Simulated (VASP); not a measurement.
# AlGaN2 (P-4m2) in VASP: further runs, part 2 of 3

VASP 6.6.1.

### Step 3. Single point, LDA (strain +0.015 along x and y, +0.015 along z)

File INCAR:

```
ALGO     = Normal         # electronic algorithm
EDIFF    = 1E-7           # SCF threshold, eV
ENCUT    = 520            # plane-wave cutoff, eV
ISIF     = 2              # what is computed and relaxed
ISMEAR   = 0              # smearing method
LASPH    = T              # aspherical terms in the spheres
LCHARG   = F              # write CHGCAR
LREAL    = F              # projectors in reciprocal space
LWAVE    = F              # write WAVECAR
NBANDS   = 21             # bands
NELM     = 100            # most SCF steps
PREC     = Accurate       # precision mode
SIGMA    = 0.05           # smearing width, eV
```

File KPOINTS:

```
k-points
0
Gamma
  8 8 6
```

File POSCAR:

```
AlGaN2
1.0
    3.1879902044      0.0000000000      0.0000000000
    0.0000000000      3.1879902044      0.0000000000
    0.0000000000      0.0000000000      4.4901955091
Al Ga N
1 1 2
Direct
    0.5000000000      0.5000000000      0.5000000000
    0.0000000000      0.0000000000      0.0000000000
    0.5000000000      0.0000000000      0.7382648100
    0.0000000000      0.5000000000      0.2617351900
```

Potentials or basis: VASP PAW LDA potentials, release 64 (Al, Ga_d, N).

Started as:

```
$ cat potpaw_LDA.64/Al/POTCAR potpaw_LDA.64/Ga_d/POTCAR potpaw_LDA.64/N/POTCAR > POTCAR
$ mpirun -np 1 vasp_std > vasp.out
```

OUTCAR:

```text
EDIFF = 1E-7
   ENCUT = 520
   ISIF = 2
   ISMEAR = 0
   LASPH = T
   LREAL = F
   NELM = 100
   PREC = Accurate

 ion  position               nearest neighbor table
   1  0.500  0.500  0.500-   3 1.92   4 1.92   3 1.92   4 1.92
   2  0.000  0.000  0.000-   3 1.98   4 1.98   4 1.98   3 1.98
   3  0.500  0.000  0.738-   1 1.92   1 1.92   2 1.98   2 1.98
   4  0.000  0.500  0.262-   1 1.92   1 1.92   2 1.98   2 1.98

  LATTYP: Found a simple tetragonal cell.
 ALAT       =     3.1879902044
 C/A-ratio  =     1.4084721788

  Lattice vectors:

 A1 = (   3.1879902044,   0.0000000000,   0.0000000000)
 A2 = (   0.0000000000,   3.1879902044,   0.0000000000)
 A3 = (   0.0000000000,   0.0000000000,   4.4901955091)

Analysis of symmetry for initial positions (statically):
=====================================================================
 Subroutine PRICEL returns:
 Original cell was already a primitive cell.

 Routine SETGRP: Setting up the symmetry group for a
 simple tetragonal supercell.

 Subroutine GETGRP returns: Found  8 space group operations
 (whereof  8 operations were pure point group operations)
 out of a pool of 16 trial point group operations.

The static configuration has the point symmetry D_2d.

Analysis of symmetry for dynamics (positions and initial velocities):
=====================================================================
 Subroutine PRICEL returns:
 Original cell was already a primitive cell.

 Routine SETGRP: Setting up the symmetry group for a
 simple tetragonal supercell.

 Subroutine GETGRP returns: Found  8 space group operations
 (whereof  8 operations were pure point group operations)
 out of a pool of 16 trial point group operations.

The dynamic configuration has the point symmetry D_2d.

 Subroutine INISYM returns: Found  8 space group operations
 (whereof  8 operations are pure point group operations),
 and found     1 'primitive' translations

----------------------------------------------------------------------------------------

                                     Primitive cell

  volume of cell :      45.6351

  direct lattice vectors                    reciprocal lattice vectors
     3.187990204  0.000000000  0.000000000     0.313677250  0.000000000  0.000000000
     0.000000000  3.187990204  0.000000000     0.000000000  0.313677250  0.000000000
     0.000000000  0.000000000  4.490195509     0.000000000  0.000000000  0.222707452

  length of vectors
     3.187990204  3.187990204  4.490195509     0.313677250  0.313677250  0.222707452

  position of ions in fractional coordinates (direct lattice)
     0.500000000  0.500000000  0.500000000
     0.000000000  0.000000000  0.000000000
     0.500000000  0.000000000  0.738264810
     0.000000000  0.500000000  0.261735190

  ion indices of the primitive-cell ions
   primitive index   ion index
                 1           1
                 2           2
                 3           3
                 4           4

----------------------------------------------------------------------------------------

 KPOINTS: k-points

Automatic generation of k-mesh.
 Grid dimensions read from file:
 generate k-points for:    8    8    6

 Generating k-lattice:

  Cartesian coordinates                     Fractional coordinates (reciprocal lattice)
     0.039209656  0.000000000  0.000000000     0.125000000  0.000000000  0.000000000
     0.000000000  0.039209656  0.000000000     0.000000000  0.125000000  0.000000000
     0.000000000  0.000000000  0.037117909     0.000000000  0.000000000  0.166666667

  Length of vectors
     0.039209656  0.039209656  0.037117909

  Shift w.r.t. Gamma in fractional coordinates (k-lattice)
     0.000000000  0.000000000  0.000000000

 Subroutine IBZKPT returns following result:
 ===========================================

 Found     60 irreducible k-points:

 Following reciprocal coordinates:
            Coordinates               Weight
  0.000000  0.000000  0.000000      1.000000
  0.125000  0.000000  0.000000      4.000000
  0.250000  0.000000  0.000000      4.000000
  0.375000  0.000000  0.000000      4.000000
  0.500000  0.000000  0.000000      2.000000
  0.125000  0.125000  0.000000      4.000000
[... 16 lines left out ...]
  0.375000  0.125000  0.166667     16.000000
  0.500000  0.125000  0.166667      8.000000
 [... further k-points ...]
   k-points           NKPTS =     60   k-points in BZ     NKDIM =     60   number of bands    NBANDS=     21
   number of dos      NEDOS =    301   number of ions     NIONS =      4
   total plane-waves  NPLWV =  20736
   dimension x,y,z NGX =    24 NGY =   24 NGZ =   36
   dimension x,y,z NGXF=    48 NGYF=   48 NGZF=   72
   ions per type =               1   1   2
   NGX,Y,Z   is equivalent  to a cutoff of  12.52, 12.52, 13.33 a.u.
   NGXF,Y,Z  is equivalent  to a cutoff of  25.03, 25.03, 26.66 a.u.
 SYSTEM =  unknown system
   PREC   = accura    normal or accurate (medium, high low for compatibility)
   ISTART =      0    job   : 0-new  1-cont  2-samecut
   ICHARG =      2    charge: 1-file 2-atom 10-const
   ISPIN  =      1    spin polarized calculation?
   LNONCOLLINEAR =      F non collinear calculations
   LSORBIT =      F    spin-orbit coupling
   LASPH  =      T    aspherical Exc in radial PAW
   ENCUT  =  520.0 eV  38.22 Ry    6.18 a.u.   5.93  5.93  8.35*2*pi/ulx,y,z
   NELM   =    100;   NELMIN=  2; NELMDL= -5     # of ELM steps
   EDIFF  = 0.1E-06   stopping-criterion for ELM
   LREAL  =      F    real-space projection
   EDIFFG = 0.1E-05   stopping-criterion for IOM
   NSW    =      0    number of steps for IOM
   IBRION =     -1    ionic relax: 0-MD 1-quasi-New 2-CG
   NFREE  =      0    steps in history (QN), initial steepest desc. (CG)
   ISIF   =      2    stress and relaxation
   ISYM   =      2    0-nonsym 1-usesym 2-fastsym
   POTIM  = 0.5000    time-step for ionic-motion
   TEBEG  =    0.0;   TEEND  =   0.0 temperature during run
   PSTRESS=    0.0 pullay stress
   NELECT =      26.0000    total number of electrons
   NUPDOWN=      -1.0000    fix difference up-down
   EMIN   =  10.00;   EMAX   =-10.00  energy-range for DOS
   EFERMI =   0.00;   METHOD = LEGACY
   ISMEAR =     0;   SIGMA  =   0.05  broadening in eV -4-tet -1-fermi 0-gaus
   EFERMI_NEDOS =   21; number of points for ismear=-14 and -15
   IALGO  =     38    algorithm
   IMIX   =      4    mixing-type and parameters
     AMIX     =   0.40;   BMIX     =  1.00
     AMIX_MAG =   1.60;   BMIX_MAG =  1.00
  volume/ion in A,a.u.               =      11.41        76.99
  Fermi-wavevector in a.u.,A,eV,Ry     =   1.357166  2.564671 25.060554  1.841899
  Thomas-Fermi vector in A             =   2.484107
   LORBIT       =      0    0 simple, 1 ext, 2 COOP (PROOUT), +10 PAW based schemes
   GGA     = CA    functional components
   LHFCALC =     F    Hartree Fock is set to
   AEXX    =    0.0000 exact exchange contribution
   IVDW    =     0    specifies the selected vdW correction
   LEPSILON=     F    determine dielectric tensor
   LRPA    =     F    only Hartree local field effects (RPA)
 non-spin polarized calculation
 Gauss-broadening in eV      SIGMA  =   0.05
  energy-cutoff  :      520.00
  volume of cell :       45.64
 maximum number of plane-waves:      1272
 NGX is ok and might be reduce to    24
   NGX = 11   NGY = 11   NGZ = 17

 number of electron      25.9999996 magnetization

 Free energy of the ion-electron system (eV)
  ---------------------------------------------------
  ext. energy  EPLUGINS =         0.00000000
  ---------------------------------------------------
  free energy    TOTEN  =       -30.20258638 eV

  energy without entropy =      -30.20258638  energy(sigma->0) =      -30.20258638

 E-fermi :   5.1663     XC(G=0): -11.5075

 val. band max:        4.9402631544   @ k =   0.0000   0.0000   0.0000
 cond. band min:       7.4817938837   @ k =   0.0000   0.0000   0.0000
 fundamental gap:      2.5415307293
 Fermi energy:         5.1662789844

 k-point     1 :       0.0000    0.0000    0.0000
  band No.  band energies     occupation
      1     -10.0973      2.00000
      2      -8.9888      2.00000
      3      -8.1697      2.00000
      4      -8.1697      2.00000
      5      -8.1275      2.00000
      6      -7.9974      2.00000
[... 13 lines left out ...]
     20      17.0515      0.00000
     21      19.1304      0.00000
[... 529 lines left out ...]
 k-point    24 :       0.5000    0.1250    0.1667
  band No.  band energies     occupation
      1      -9.1532      2.00000
      2      -8.9750      2.00000
      3      -8.1610      2.00000
      4      -8.0800      2.00000
      5      -8.0715      2.00000
      6      -7.2539      2.00000
[... 13 lines left out ...]
     20      16.6328      0.00000
     21      16.6534      0.00000

 [... further k-points ...]
[... 5 lines left out ...]
  --------------------------------------------------------------------------------------
  -------------------------------------------------------------------------------------
  Total       -3.3684648     -3.3684648     -3.3886723      0.0000000      0.0000000      0.0000000
  in kB     -118.2615014   -118.2615014   -118.9709562      0.0000000      0.0000000      0.0000000
  external PRESSURE =    -118.4979863 kB  Pullay stress =       0.0000000 kB

 VOLUME and BASIS-vectors are now :
 -----------------------------------------------------------------------------
  energy-cutoff  :      520.00
  volume of cell :       45.64
      direct lattice vectors                 reciprocal lattice vectors
     3.187990204  0.000000000  0.000000000     0.313677250  0.000000000  0.000000000
     0.000000000  3.187990204  0.000000000     0.000000000  0.313677250  0.000000000
     0.000000000  0.000000000  4.490195509     0.000000000  0.000000000  0.222707452

 POSITION                                       TOTAL-FORCE (eV/Angst)
 -----------------------------------------------------------------------------------
      1.59400      1.59400      2.24510         0.000000     -0.000000      0.000000
      0.00000      0.00000      0.00000         0.000000     -0.000000      0.000000
      1.59400      0.00000      3.31495         0.000000      0.000000      0.156110
      0.00000      1.59400      1.17524        -0.000000      0.000000     -0.156110
 -----------------------------------------------------------------------------------
    total drift:                                0.000000      0.000000      0.000000

  FREE ENERGIE OF THE ION-ELECTRON SYSTEM (eV)
  ---------------------------------------------------
  free  energy   TOTEN  =       -30.2025863823 eV

  energy  without entropy=      -30.2025863823  energy(sigma->0) =      -30.20258638
```

It took 20 s on 1 thread of Intel Xeon 6975P-C (Granite Rapids), shared host; peak memory 0.17 GiB.

Results:

```
Free energy            : -30.2026 eV
Pressure               : -11.8 GPa
Largest force          : 0.156 eV/Å
Band gap on the k mesh : 2.54 eV, direct
```

Forces on the atoms (eV/Å):
```
Al   0.000  0.000  0.000
Ga   0.000  0.000  0.000
N    0.000  0.000  0.156
N    0.000  0.000 -0.156
```

Levels at points of the mesh, in eV from the valence-band top:
```csv
k point,band 10,band 11,band 12,band 13,band 14,band 15,band 16,band 17
"(0.00, 0.00, 0.00)",-2.24,-0.21,0.00,0.00,2.54,3.46,7.19,10.72
"(0.50, 0.00, 0.00)",-2.84,-2.81,-0.96,-0.66,6.61,6.90,7.76,7.93
"(0.50, 0.50, 0.00)",-2.18,-2.18,-2.17,-2.17,3.22,3.22,5.89,8.38
"(0.00, 0.00, 0.50)",-1.48,-1.48,-0.98,-0.98,4.99,5.12,7.42,8.76
"(0.50, 0.00, 0.50)",-0.93,-0.83,-0.60,-0.54,4.75,6.14,8.83,9.07
"(0.50, 0.50, 0.50)",-3.80,-3.13,-3.09,-3.09,6.01,6.01,8.18,10.50
```

Caveat: the cell differs from its parent crystal (strain +0.015 along x and y, +0.015 along z).

### Step 4. Single point, LDA (strain +0.030 along x and y, +0.000 along z)

File INCAR:

```
SYSTEM = AlGaN2
ALGO     = Normal         ! electronic algorithm
EDIFF    = 1E-6           ! SCF threshold, eV
ENCUT    = 520            ! plane-wave cutoff, eV
ISIF     = 2              ! what is computed and relaxed
ISMEAR   = 0              ! smearing method
LASPH    = .TRUE.         ! aspherical terms in the spheres
LCHARG   = .TRUE.         ! write CHGCAR
LELF     = .TRUE.         ! ELF
LREAL    = .FALSE.        ! projectors in reciprocal space
LVHAR    = .TRUE.       
LWAVE    = .FALSE.        ! write WAVECAR
NBANDS   = 21             ! bands
NELM     = 100            ! most SCF steps
PREC     = Accurate       ! precision mode
SIGMA    = 0.05           ! smearing width, eV
```

File KPOINTS:

```
k-points
0
G
  8 8 6
  0 0 0
```

File POSCAR:

```
AlGaN2
1.0
    3.2351033602      0.0000000000      0.0000000000
    0.0000000000      3.2351033602      0.0000000000
    0.0000000000      0.0000000000      4.4238379400
Al Ga N
1 1 2
Direct
    0.5000000000      0.5000000000      0.5000000000
    0.0000000000      0.0000000000      0.0000000000
    0.5000000000      0.0000000000      0.7382648100
    0.0000000000      0.5000000000      0.2617351900
```

Started as:

```
$ cat potpaw_LDA.64/Al/POTCAR potpaw_LDA.64/Ga_d/POTCAR potpaw_LDA.64/N/POTCAR > POTCAR
$ mpirun -np 1 vasp_std > vasp.out
```

Run time: 19 s. Hardware: 1 thread of Intel Xeon 6975P-C (Granite Rapids), shared host; peak memory 0.17 GiB.

It converged, with:

```yaml
Free_energy: -30.1385 eV
Pressure: -14.1 GPa
Largest_force: 0.104 eV/Å
Band_gap_on_the_k_mesh: 2.47 eV, direct
```

Forces on the atoms (eV/Å):
```
Al   0.000  0.000  0.000
Ga   0.000  0.000  0.000
N    0.000  0.000  0.104
N    0.000  0.000 -0.104
```

Stress tensor (GPa, compression positive):
```
-15.38   0.00   0.00
  0.00 -15.38   0.00
  0.00   0.00 -11.62
```

Levels at points of the mesh, in eV from the valence-band top:
| k point | band 11 | band 12 | band 13 | band 14 | band 15 | band 16 |
| --- | --- | --- | --- | --- | --- | --- |
| (0.00, 0.00, 0.00) | -0.09 | 0.00 | 0.00 | 2.47 | 3.39 | 6.83 |
| (0.50, 0.00, 0.00) | -2.60 | -1.01 | -0.74 | 6.47 | 6.84 | 7.55 |
| (0.50, 0.50, 0.00) | -2.03 | -2.02 | -2.02 | 3.30 | 3.30 | 6.02 |
| (0.00, 0.00, 0.50) | -1.51 | -1.02 | -1.02 | 5.01 | 5.16 | 7.27 |
| (0.50, 0.00, 0.50) | -0.69 | -0.61 | -0.43 | 4.67 | 6.04 | 8.77 |
| (0.50, 0.50, 0.50) | -3.06 | -3.01 | -3.01 | 6.18 | 6.18 | 8.12 |

Caveat: the cell differs from its parent crystal (strain +0.030 along x and y, +0.000 along z).

### Step 5. Single point, LDA (strain +0.015 along x and y, +0.030 along z)

File INCAR:

```
  PREC = Accurate
  ENCUT = 520
  EDIFF = 1E-7
  ISMEAR = 0
  SIGMA = 0.05
  LREAL = False
  LASPH = True
  NELM = 60
  ALGO = Normal
  ISIF = 2
  LWAVE = False
  LCHARG = False
  GGA = CA
  NBANDS = 21
```

File KPOINTS:

```
regular mesh
0
Gamma
  8 8 6
```

File POSCAR:

```
AlGaN2
1.0
    3.1879902044      0.0000000000      0.0000000000
    0.0000000000      3.1879902044      0.0000000000
    0.0000000000      0.0000000000      4.5565530782
Al Ga N
1 1 2
Direct
    0.5000000000      0.5000000000      0.5000000000
    0.0000000000      0.0000000000      0.0000000000
    0.5000000000      0.0000000000      0.7382648100
    0.0000000000      0.5000000000      0.2617351900
```

Started as:

```
$ cat potpaw_LDA.64/Al/POTCAR potpaw_LDA.64/Ga_d/POTCAR potpaw_LDA.64/N/POTCAR > POTCAR
$ mpirun -np 1 vasp_std > vasp.out
```

It took 19 s on 1 thread of Intel Xeon 6975P-C (Granite Rapids), shared host; peak memory 0.17 GiB.

It converged, with:

- Free energy: -30.1454 eV
- Pressure: -14.0 GPa
- Largest force: 0.174 eV/Å
- Band gap on the k mesh: 2.41 eV, direct

Forces on the atoms (eV/Å):
```
Al   0.000  0.000  0.000
Ga   0.000  0.000  0.000
N    0.000  0.000  0.174
N    0.000  0.000 -0.174
```

Stress tensor (GPa, compression positive):
```
-13.34   0.00   0.00
  0.00 -13.34   0.00
  0.00   0.00 -15.45
```

Levels at points of the mesh, in eV from the valence-band top:
| k point | band 9 | band 10 | band 11 | band 12 | band 13 | band 14 | band 15 | band 16 | band 17 | band 18 |
| --- | --- | --- | --- | --- | --- | --- | --- | --- | --- | --- |
| (0.00, 0.00, 0.00) | -2.15 | -2.15 | -0.27 | 0.00 | 0.00 | 2.41 | 3.47 | 7.24 | 10.58 | 10.58 |
| (0.50, 0.00, 0.00) | -4.35 | -2.87 | -2.86 | -0.91 | -0.60 | 6.48 | 6.84 | 7.78 | 7.90 | 9.51 |
| (0.50, 0.50, 0.00) | -4.81 | -2.21 | -2.20 | -2.20 | -2.20 | 3.16 | 3.16 | 5.69 | 8.23 | 11.89 |
| (0.00, 0.00, 0.50) | -2.59 | -1.43 | -1.43 | -0.94 | -0.94 | 4.90 | 4.99 | 7.31 | 8.74 | 10.79 |
| (0.50, 0.00, 0.50) | -5.94 | -0.89 | -0.88 | -0.68 | -0.50 | 4.60 | 6.01 | 8.73 | 8.97 | 9.86 |
| (0.50, 0.50, 0.50) | -4.28 | -3.74 | -3.10 | -3.06 | -3.06 | 5.87 | 5.87 | 7.97 | 10.22 | 10.22 |

Caveat: the cell differs from its parent crystal (strain +0.015 along x and y, +0.030 along z).

[end of part 2 of 3]
